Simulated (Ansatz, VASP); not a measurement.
## One calculation of Sr, two programs

File INCAR:

```
ALGO     = Normal         # electronic algorithm
EDIFF    = 1E-7           # SCF threshold, eV
ENCUT    = 520            # plane-wave cutoff, eV
ISIF     = 2              # what is computed and relaxed
ISMEAR   = -1             # smearing method
LASPH    = True           # aspherical terms in the spheres
LCHARG   = False          # write CHGCAR
LREAL    = False          # projectors in reciprocal space
LWAVE    = False          # write WAVECAR
NBANDS   = 17             # bands
NELM     = 60             # most SCF steps
PREC     = Accurate       # precision mode
SIGMA    = 0.15           # smearing width, eV
```

File KPOINTS:

```
k-points
0
Gamma
  7 7 4
```

The input POSCAR:

```
Sr
1.0
    4.3100000000      0.0000000000      0.0000000000
   -2.1550000000      3.7325694900      0.0000000000
    0.0000000000      0.0000000000      7.0500000000
Sr
2
Direct
    0.3333333333      0.6666666667      0.2500000000
    0.6434648105      0.3333333333      0.7500000000
```

Input for Ansatz:

```yaml
crystal:
  lattice:
    - [4.31, 0.0, 0.0]
    - [-2.155, 3.73256949, 0.0]
    - [0.0, 0.0, 7.05]
  atoms:
    - { symbol: Sr, position: [0.33333333333333337, 0.6666666666666667, 0.25] }
    - { symbol: Sr, position: [0.6434648105181747, 0.33333333333333337, 0.75] }
kpoints:
  mp_grid:
    grid: [7, 7, 4]
hamiltonian:
  xc: lda
scf:
  occupations:
    method: fermi_dirac
    width: 0.15
output:
  forces: true
```

Alike in both runs: task single point; functional LDA; k mesh 7 × 7 × 4; occupations fermi-dirac, width 0.15 eV; no spin polarisation.

```csv
,VASP,Ansatz
version,VASP 6.6.1,Ansatz 0.2.0
potentials or method,"VASP PAW LDA potentials, release 64 (Sr_sv)","plane waves, PAW"
plane-wave cutoff (eV),520,420
valence electrons in the cell,20,20
```

|  | VASP | Ansatz | Ansatz less VASP |
| --- | --- | --- | --- |
| rms of the force components (eV/Å) | 0.017 | 0.017 | 0.0000 |

LDA's correlation is that of Perdew and Zunger in VASP and of Perdew and Wang (1992) in Ansatz. Atom by atom the forces differ by 0.000 eV/Å (rms over components).
